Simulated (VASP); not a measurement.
Input of a VASP 6.6.1 run:

The input INCAR:

```
SYSTEM = NbAs
PREC = Accurate
ENCUT = 520
EDIFF = 1E-6
ISMEAR = 0
SIGMA = 0.1
LREAL = .FALSE.
LASPH = .TRUE.
NELM = 80
ALGO = Normal
ISIF = 2
LWAVE = .FALSE.
LCHARG = .FALSE.
GGA = PE
NBANDS = 46
```

Contents of KPOINTS:

```
Automatic mesh
0
G
  10 10 4
  0 0 0
```

The input POSCAR:

```
NbAs
1.0
    3.2650731282      0.0000000000      0.0000000000
    0.0000000000      3.2650731282      0.0000000000
    0.0000000000      0.0000000000     12.1721342546
Nb As
4 4
Direct
    0.5000000000      0.5000000000      1.0012278562
    0.5000000000      0.0000000000      0.2512278562
    0.0000000000      0.0000000000      0.5012278562
    0.0000000000      0.5000000000      0.7512278562
    0.0000000000      0.0000000000      0.9147721438
    0.0000000000      0.5000000000      0.1647721438
    0.5000000000      0.5000000000      0.4147721438
    0.5000000000      0.0000000000      0.6647721438
```

Potentials or basis: VASP PAW PBE potentials, release 64 (Nb_sv, As).

Launch:

```bash
$ cat potpaw_PBE.64/Nb_sv/POTCAR potpaw_PBE.64/As/POTCAR > POTCAR
$ mpirun -np 1 vasp_std > vasp.out
```

(1) Predict the band gap on the k mesh.

(2) What does it give for the largest force?

Answers

(1) zero (bands 36 and 37 overlap by 0.36 eV).

(2) 0.183 eV/Å.

Caveat: the cell differs from its parent crystal (biaxial strain in the a-b plane: -6.0 %).
